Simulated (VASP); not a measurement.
TiTe2, 3 atoms in the cell. The structure is trigonal, space group P-3m1 (No. 164). Conventional cell: a = 3.763 Å, b = 3.763 Å, c = 6.987 Å, α = 90.00°, β = 90.00°, γ = 120.00°. Ti (site symmetry -3m) has 6 Te at 2.78 Å and 6 Ti at 3.76 Å within 3.8 Å. Within 3.8 Å of Te (site symmetry 3m) lie 3 Ti at 2.78 Å and 6 Te at 3.76 Å. 

- Program: VASP 6.6.1
- Task: relaxation of cell and atoms
- Functional: PBE
- Potentials or basis: VASP PAW PBE potentials, release 64 (Ti_sv, Te)
- Cutoff: 500 eV
- k mesh: 15 × 15 × 8
- Occupations: fermi-dirac, width 0.15 eV
- Spin: no spin polarisation
- Dipole correction: no
- Further INCAR settings: ALGO = Normal; EDIFF = 1e-07; IBRION = 2; EDIFFG = -0.001; NSW = 80; ISIF = 3

Potentials or basis: VASP PAW PBE potentials, release 64 (Ti_sv, Te).

The run is started by

```sh
$ cat potpaw_PBE.64/Ti_sv/POTCAR potpaw_PBE.64/Te/POTCAR > POTCAR
$ mpirun -np 1 vasp_std > vasp.out
```

Hardware: 1 thread of Oxide Virtual Turin-like Processor, with other jobs on the host.

Question: Estimate the wall time of this run.

Answer: It took 66 min on 1 thread of Oxide Virtual Turin-like Processor, with other jobs on the host, peak memory 0.38 GiB. Counts: scf iterations 156, k points 192, ion steps 21.
